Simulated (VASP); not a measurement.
A run of VASP 6.6.1 is set up as follows.

INCAR

```
  PREC = Accurate
  ENCUT = 520
  EDIFF = 1E-6
  ISMEAR = 0
  SIGMA = 0.1
  LREAL = F
  LASPH = T
  NELM = 100
  ALGO = Normal
  ISIF = 2
  LWAVE = F
  LCHARG = F
  GGA = PE
  NBANDS = 29
```

The input KPOINTS:

```
regular mesh
0
Gamma
  10 10 10
```

The input POSCAR:

```
ZrSi2
1.0
    1.8480196200     -7.3677026455      0.0000000000
    1.8480196200      7.3677026455      0.0000000000
    0.0000000000      0.0000000000      3.6720791170
Zr Si
2 4
Direct
    0.8948026814      0.1051973186      0.7500000000
    0.1051973186      0.8948026814      0.2500000000
    0.5532960803      0.4467039197      0.7500000000
    0.4467039197      0.5532960803      0.2500000000
    0.2502847207      0.7497152793      0.7500000000
    0.7497152793      0.2502847207      0.2500000000
```

Potentials or basis: VASP PAW PBE potentials, release 64 (Zr_sv, Si).

Command:

```sh
$ cat potpaw_PBE.64/Zr_sv/POTCAR potpaw_PBE.64/Si/POTCAR > POTCAR
$ mpirun -np 1 vasp_std > vasp.out
```

Q: Estimate the pressure.

A: 1.0 GPa.

Q: What does it give for the largest force?

A: 0.017 eV/Å.

Q: What does it give for the band gap on the k mesh?

A: Zero (bands 20 and 21 overlap by 0.96 eV).

Forces on the atoms (eV/Å):
```
Zr   0.000  0.005  0.000
Zr   0.000 -0.005  0.000
Si   0.000  0.017  0.000
Si   0.000 -0.017  0.000
Si   0.000  0.000  0.000
Si   0.000  0.000  0.000
```
